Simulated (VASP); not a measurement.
# Rh: single point with PBE

Rh:

```xyz
12
Lattice="3.1002 1.7899 5.2871 -3.1002 1.7899 5.2871 0.0000 -3.5798 5.2871" Properties=species:S:1:pos:R:3 pbc="T T T"
Rh   -1.9947    1.1517    3.5635
Rh    0.0000   -2.3033    3.5635
Rh    1.9947    1.1517    3.5635
Rh    1.9947   -1.1517   12.2979
Rh   -1.9947   -1.1517   12.2979
Rh    0.0000    2.3033   12.2979
Rh   -1.2693    0.7328    5.6729
Rh    0.0000   -1.4657    5.6729
Rh    1.2693    0.7328    5.6729
Rh    1.2693   -0.7328   10.1885
Rh   -1.2693   -0.7328   10.1885
Rh    0.0000    1.4657   10.1885
```

| Item | Value |
| --- | --- |
| Program | VASP 6.6.1 |
| Task | single point |
| Functional | PBE |
| Potentials or basis | VASP PAW PBE potentials, release 64 (Rh_pv) |
| Cutoff | 500 eV |
| k mesh | 6 × 6 × 6 |
| Occupations | gaussian, width 0.1 eV |
| Spin | no spin polarisation |

The pressure is 110.0 GPa, the largest force is 10.458 eV/Å and the band gap on the k mesh is zero (bands 90 and 91 overlap by 0.90 eV).

Forces on the atoms (eV/Å):
```
Rh    5.259  -3.036  -3.493
Rh    0.000   6.073  -3.493
Rh   -5.259  -3.036  -3.493
Rh   -5.259   3.036   3.493
Rh    5.259   3.036   3.493
Rh    0.000  -6.073   3.493
Rh    8.833  -5.100   2.315
Rh    0.000  10.199   2.315
Rh   -8.833  -5.100   2.315
Rh   -8.833   5.100  -2.315
Rh    8.833   5.100  -2.315
Rh    0.000 -10.199  -2.315
```

Stress tensor (GPa, compression positive):
```
107.00   0.00   0.00
  0.00 107.00   0.00
  0.00   0.00 115.89
```

Levels at points of the mesh, in eV from the Fermi level:
| k point | band 86 | band 87 | band 88 | band 89 | band 90 | band 91 | band 92 | band 93 | band 94 | band 95 |
| --- | --- | --- | --- | --- | --- | --- | --- | --- | --- | --- |
| (0.00, 0.00, 0.00) | -0.47 | -0.47 | 0.08 | 0.45 | 0.67 | 0.67 | 0.76 | 0.86 | 1.01 | 1.01 |
| (0.50, 0.00, 0.00) | -0.72 | -0.24 | -0.10 | -0.09 | -0.04 | -0.04 | 0.32 | 0.39 | 0.74 | 0.75 |
| (0.50, 0.50, 0.00) | -0.62 | -0.51 | -0.49 | -0.42 | -0.18 | -0.17 | -0.10 | 0.16 | 0.30 | 0.57 |
| (0.50, 0.50, 0.50) | -0.98 | -0.64 | -0.22 | -0.06 | -0.06 | -0.01 | -0.01 | 0.53 | 0.53 | 0.77 |

Wall time 19 min on 1 thread of Intel Xeon 8259CL (shared host), peak memory 0.53 GiB.

Caveat: the stress differs along the axes, from 107 to 116 GPa; forces of over 1 eV/Å act on the atoms, so gaps and moduli don't describe the material at rest.
